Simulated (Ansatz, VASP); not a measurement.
# SnO2: VASP beside Ansatz

```
Sn O
1.0
     4.75994    0.00000    0.00000
     0.00000    4.75994    0.00000
     0.00000    0.00000    3.20081
Sn O
2 4
Direct
  0.00000 0.00000 0.00000
  0.50000 0.50000 0.50000
  0.30591 0.30591 0.00000
  0.19409 0.80591 0.50000
  0.69409 0.69409 0.00000
  0.80591 0.19409 0.50000
```

Alike in both runs: task relaxation of cell and atoms; functional r2SCAN; k mesh 6 × 6 × 8; no spin polarisation.

```csv
,VASP,Ansatz
version,VASP 6.6.1,Ansatz 0.2.0
potentials or method,"VASP PAW PBE potentials, release 64 (Sn_d, O), cutoff 600 eV","scalar-relativistic, plane waves, PAW"
occupations,"gaussian, width 0.01 eV",fixed
valence electrons in the cell,52,52
```

```tsv
	VASP	Ansatz	Ansatz less VASP
gap on the k mesh at the Fermi level, each at its own relaxed structure (eV)	1.74	1.77	+0.024
relaxed volume (Å³/atom)	12.13	12.09	-0.048
relaxed length of the cell vector where the two differ most in proportion (Å)	3.207	3.201	-0.0065
```

VASP's potentials were made for PBE, not for r2SCAN.
